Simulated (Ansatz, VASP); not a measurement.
# CaO: VASP beside Ansatz

POSCAR

```
CaO
1.0
    0.0000000000      2.4035556960      2.4035556960
    2.4035556960      0.0000000000      2.4035556960
    2.4035556960      2.4035556960      0.0000000000
Ca O
1 1
Direct
    0.0000000000      0.0000000000      0.0000000000
    0.5000000000      0.5000000000      0.5000000000
```

INCAR.step1

```
  PREC = Accurate
  ENCUT = 520
  ISMEAR = -1
  SIGMA = 0.05
  LREAL = F
  LASPH = T
  NELM = 100
  NBANDS = 15
  GGA = PE
  ALGO = Normal
  EDIFF = 1E-4
  LWAVE = T
  LCHARG = F
```

The input INCAR.step2:

```
  PREC = Accurate
  ENCUT = 520
  EDIFF = 1E-6
  ISMEAR = -1
  SIGMA = 0.05
  LREAL = F
  LASPH = T
  NELM = 100
  ALGO = Normal
  ISIF = 2
  LWAVE = F
  LCHARG = F
  METAGGA = R2SCAN
  LMIXTAU = T
  NBANDS = 15
  ISTART = 1
```

KPOINTS

```
Automatic mesh
0
Gamma
  10 10 10
```

The input input.yaml:

```yaml
crystal:
  lattice:
    - [0.0, 2.403555696, 2.403555696]
    - [2.403555696, 0.0, 2.403555696]
    - [2.403555696, 2.403555696, 0.0]
  atoms:
    - { symbol: Ca, position: [0.0, 0.0, 0.0] }
    - { symbol: O, position: [0.5, 0.5, 0.5] }
hamiltonian:
  xc: r2scan
  pseudopotentials: { kind: paw }
kpoints:
  mp_grid: { grid: [10, 10, 10] }
  band_path:
    path:
      - [[0.0, 0.0, 0.0], [0.5, 0.0, 0.5], [0.5, 0.25, 0.75], [0.375, 0.375, 0.75], [0.0, 0.0, 0.0], [0.5, 0.5, 0.5], [0.625, 0.25, 0.625], [0.5, 0.25, 0.75], [0.5, 0.5, 0.5], [0.375, 0.375, 0.75]]
      - [[0.625, 0.25, 0.625], [0.5, 0.0, 0.5]]
    npoints: 14
scf:
  occupations: { method: fermi_dirac, width: 0.05 }
  n_extra_bands: 6
output:
  forces: true
  stress: true
  eigenvalues: true
  fatbands: true
```

Alike in both runs: functional r2SCAN; k mesh 10 × 10 × 10; occupations fermi-dirac, width 0.05 eV; no spin polarisation.

|  | VASP | Ansatz |
| --- | --- | --- |
| version | VASP 6.6.1 | Ansatz 0.2.0 |
| potentials or method | VASP PAW PBE potentials, release 64 (Ca_sv, O) | Ansatz PAW |
| plane-wave cutoff (eV) | 520 | 500 |
| valence electrons in the cell | 16 | 16 |
| task | single point | band structure |

|  | VASP | Ansatz | Ansatz less VASP |
| --- | --- | --- | --- |
| gap on the k mesh at the Fermi level (eV) | 4.19 | 4.20 | +0.011 |
| least direct gap on the mesh (eV) | 4.56 | 4.58 | +0.014 |
| pressure (GPa) | 0.1 | -0.9 | -1.02 |

VASP's potentials were made for PBE, not for r2SCAN. With one functional, cell and mesh, what is left measures potentials, basis and numerics.
